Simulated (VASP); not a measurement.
A run of VASP 6.6.1:

Contents of INCAR:

```
SYSTEM = Ba
ALGO     = Normal         ! electronic algorithm
EDIFF    = 1E-6           ! SCF threshold, eV
ENCUT    = 520            ! plane-wave cutoff, eV
GGA      = PE             ! functional
ISIF     = 2              ! what is computed and relaxed
ISMEAR   = -1             ! smearing method
LASPH    = .True.         ! aspherical terms in the spheres
LCHARG   = .True.         ! write CHGCAR
LELF     = .True.         ! ELF
LREAL    = .False.        ! projectors in reciprocal space
LVHAR    = .True.       
LWAVE    = .False.        ! write WAVECAR
NBANDS   = 11             ! bands
NELM     = 100            ! most SCF steps
PREC     = Accurate       ! precision mode
SIGMA    = 0.1            ! smearing width, eV
```

The input KPOINTS:

```
k-points
0
Gamma
  10 10 10
  0 0 0
```

File POSCAR:

```
Ba
1.0
    0.0000000000      3.1792313924      3.1792313924
    3.1792313924      0.0000000000      3.1792313924
    3.1792313924      3.1792313924      0.0000000000
Ba
1
Direct
    0.0000000000      0.0000000000      0.0000000000
```

Potentials or basis: VASP PAW PBE potentials, release 64 (Ba_sv).

Command:

```bash
$ cat potpaw_PBE.64/Ba_sv/POTCAR > POTCAR
$ mpirun -np 1 vasp_std > vasp.out
```

Hardware: 1 thread of Intel(R) Xeon(R) Platinum 8375C CPU @ 2.90GHz (Ice Lake), on a shared host.

Q: Estimate the wall time of this run.

A: Wall time 21 s on 1 thread of Intel(R) Xeon(R) Platinum 8375C CPU @ 2.90GHz (Ice Lake), with other jobs on the host, peak memory 0.21 GiB. Counts: scf iterations 10, k points 47.
